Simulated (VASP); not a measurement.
A run of VASP 6.6.1:

Contents of INCAR:

```
PREC = Accurate ; ENCUT = 600
EDIFF = 1E-6 ; ISMEAR = 0
SIGMA = 0.02 ; LREAL = F
LASPH = T ; NELM = 80
ALGO = Normal ; ISIF = 4
LWAVE = F ; LCHARG = F
GGA = PS ; IBRION = 2
NSW = 50 ; EDIFFG = -0.01
```

Contents of KPOINTS:

```
regular mesh
0
Gamma
  12 12 8
```

The input POSCAR:

```
Se
1.0
    3.9320348709      0.0000000000      0.0000000000
   -1.9660174355      3.4052420868      0.0000000000
    0.0000000000      0.0000000000      5.0783284910
Se
3
Direct
    0.2536110289      0.0000000000      0.1666666667
    0.0000000000      0.2536110289      0.8333333333
    0.7463889711      0.7463889711      0.5000000000
```

Potentials or basis: VASP PAW PBE potentials, release 64 (Se).

Launch:

```bash
$ cat potpaw_PBE.64/Se/POTCAR > POTCAR
$ mpirun -np 1 vasp_std > vasp.out
```

Hardware: 1 thread of Oxide Virtual Turin-like Processor, with other jobs on the host.

Q: Estimate the wall time of this run.

A: It took 6 min on 1 thread of Oxide Virtual Turin-like Processor, on a shared host, peak memory 0.25 GiB. Counts: scf iterations 27, k points 131, ion steps 4.
